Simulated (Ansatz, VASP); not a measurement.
**One calculation of GaSb, two programs**

```
Ga Sb
1.0
     8.37022    0.00000    0.00000
     0.00000    4.76589    0.00000
     0.00000    0.00000    4.51266
Ga Sb
4 4
Direct
  0.75000 0.00000 0.35541
  0.00000 0.50000 0.00000
  0.25000 0.00000 0.64459
  0.50000 0.50000 0.00000
  0.75000 0.50000 0.64459
  0.00000 0.00000 0.00000
  0.25000 0.50000 0.35541
  0.50000 0.00000 0.00000
```

Alike in both runs: task relaxation of cell and atoms; functional PBE; k mesh 2 × 4 × 4; occupations gaussian, width 0.1 eV; no spin polarisation.

|  | VASP | Ansatz |
| --- | --- | --- |
| version | VASP 6.6.1 | Ansatz 0.2.0 |
| potentials or method | VASP PAW PBE potentials, release 64 (Ga_d, Sb), cutoff 600 eV | scalar-relativistic, plane waves, PAW |
| valence electrons in the cell | 72 | 112 |

Ansatz gave:

- gap on the k mesh at the Fermi level, each at its own relaxed structure (eV): none
- relaxed volume (Å³/atom): 24.16
- relaxed cell length with the largest relative difference (Å): 4.868

Q: What did VASP give for the same quantities?

A: gap on the k mesh at the Fermi level, each at its own relaxed structure (eV): none; relaxed volume (Å³/atom): 24.24; relaxed cell length with the largest relative difference (Å): 3.448.

A gap of «none» marks a metal or a gap that the smearing closes. One of these differences is far larger than is usual between the two programs; its cause wasn't traced. VASP's potentials hold 72 valence electrons a cell and Ansatz's 112, so a difference there can come from the potentials and not from the codes.

The k mesh is coarse, so the values compare programs but aren't converged. Neither program's run includes spin-orbit coupling.
